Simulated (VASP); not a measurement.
**Ca: single point with PBEsol**

Ca:

```
Ca
1.0
     6.06862    0.00000    0.00000
    -3.03431    5.25558    0.00000
     0.00000    0.00000    3.77497
Ca
3
Direct
  0.33337 0.00000 0.33333
  0.00000 0.33337 0.66667
  0.66663 0.66663 0.00000
```

```yaml
Program: VASP 6.6.1
Task: single point
Functional: PBEsol
Potentials_or_basis: VASP PAW PBE potentials, release 64 (Ca_sv)
Cutoff: 520 eV
k_mesh: 6 × 6 × 4
Occupations: gaussian, width 0.1 eV
Spin: no spin polarisation
Dipole_correction: no
Further_INCAR_settings: ALGO = Normal; EDIFF = 1e-06; NBANDS = 22
```

The pressure is 0.1 GPa and the band gap on the k mesh is zero (band 15 reaches 2.35 eV, above the bottom of band 16 at 2.10 eV).

Levels at points of the mesh, in eV from the Fermi level:
```csv
k point,band 12,band 13,band 14,band 15,band 16,band 17,band 18,band 19
"(0.00, 0.00, 0.00)",-22.74,-4.17,0.21,0.21,0.21,0.21,0.44,0.44
"(0.50, 0.00, 0.00)",-22.74,-2.68,-2.68,-0.92,0.06,1.34,1.43,1.43
"(0.00, 0.00, 0.50)",-22.79,-1.49,-1.49,-0.01,-0.01,0.89,0.89,0.89
"(0.50, 0.00, 0.50)",-22.75,-0.97,-0.55,-0.55,-0.01,0.44,0.44,1.33
```

Run time: 62 s on 1 thread of Intel(R) Xeon(R) Platinum 8488C (Sapphire Rapids), on a shared host, peak memory 0.25 GiB.

Caveat: the k points lie up to 0.42 Å⁻¹ apart; the PAW data sets were made with another functional, which shifts forces and pressure a little.
